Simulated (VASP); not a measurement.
Input of a VASP 6.6.1 run:

INCAR

```
SYSTEM = AlN
PREC = Accurate
ENCUT = 600
EDIFF = 1E-6
ISMEAR = -1
SIGMA = 0.05
LREAL = .FALSE.
LASPH = .TRUE.
NELM = 80
ALGO = Normal
ISIF = 3
LWAVE = .FALSE.
LCHARG = .FALSE.
GGA = B5
ALDAX = 1.0
AGGAX = 1.0
AGGAC = 1.0
ALDAC = 0.0
IVDW = 12
VDW_S6 = 1.0
VDW_S8 = 2.6996
VDW_A1 = 0.4298
VDW_A2 = 4.2359
IBRION = 2
NSW = 80
EDIFFG = -0.01
```

KPOINTS

```
regular mesh
0
G
  10 10 10
  0 0 0
```

File POSCAR:

```
AlN
1.0
    0.0000000000      2.1839935596      2.1839935596
    2.1839935596      0.0000000000      2.1839935596
    2.1839935596      2.1839935596      0.0000000000
Al N
1 1
Direct
    0.0000000000      0.0000000000      0.0000000000
    0.2500000000      0.2500000000      0.2500000000
```

Potentials or basis: VASP PAW PBE potentials, release 64 (Al, N).

Command:

```bash
$ cat potpaw_PBE.64/Al/POTCAR potpaw_PBE.64/N/POTCAR > POTCAR
$ mpirun -np 1 vasp_std > vasp.out
```

Task: What does it give for the band gap on the k mesh?

Result: 3.68 eV, indirect (least direct gap 4.54 eV).

Task: What does it give for the dispersion energy per atom?

Result: -0.590 eV.

Task: Predict the relaxed cell.

Result: a = 3.082 Å, b = 3.082 Å, c = 3.082 Å, α = 60.00°, β = 60.00°, γ = 60.00°.

Step by step:
```tsv
step	energy change (eV)	largest force (eV/Å)	pressure (GPa)	volume (Å³)
1	0.0000	0.0000	-1.22	20.83
2	-0.0001	0.0000	1.12	20.60
3	-0.0005	0.0000	0.00	20.71
```

Caveat: the PAW data sets were made with another functional, which shifts forces and pressure a little. A k mesh can miss the band edges.
